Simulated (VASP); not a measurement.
A run of VASP 6.6.1:

The input INCAR:

```
SYSTEM = Ge
ALGO     = Normal         ! electronic algorithm
EDIFF    = 1E-6           ! SCF threshold, eV
ENCUT    = 520            ! plane-wave cutoff, eV
GGA      = PE             ! functional
ISIF     = 2              ! what is computed and relaxed
ISMEAR   = 0              ! smearing method
LASPH    = .True.         ! aspherical terms in the spheres
LCHARG   = .False.        ! write CHGCAR
LREAL    = .False.        ! projectors in reciprocal space
LWAVE    = .False.        ! write WAVECAR
NBANDS   = 51             ! bands
NELM     = 80             ! most SCF steps
PREC     = Accurate       ! precision mode
SIGMA    = 0.1            ! smearing width, eV
```

File KPOINTS:

```
k-points
0
Gamma
  12 12 4
  0 0 0
```

File POSCAR:

```
Ge
1.0
    3.0709418656      0.0000000000      0.0000000000
   -1.5354709328      2.6595136691      0.0000000000
    0.0000000000      0.0000000000     14.3549310846
Ge
6
Direct
    1.0001014376      0.6681522463      0.9166703567
    0.3318477537      0.3319491913      0.2500036901
    0.6680508087     -0.0001014376      0.5833370234
   -0.0001014376      0.6680508087      0.4166629766
    0.6681522463      1.0001014376      0.0833296433
    0.3319491913      0.3318477537      0.7499963099
```

Potentials or basis: VASP PAW PBE potentials, release 64 (Ge_d).

The run is started by

```sh
$ cat potpaw_PBE.64/Ge_d/POTCAR > POTCAR
$ mpirun -np 1 vasp_std > vasp.out
```

Hardware: 1 thread of Intel Xeon 8259CL, with other jobs on the host.

Problem. Estimate the wall time of this run.

Solution. Wall time 8.3 min on 1 thread of Intel Xeon 8259CL, with other jobs on the host, peak memory 0.41 GiB. Counts: scf iterations 11, k points 69.
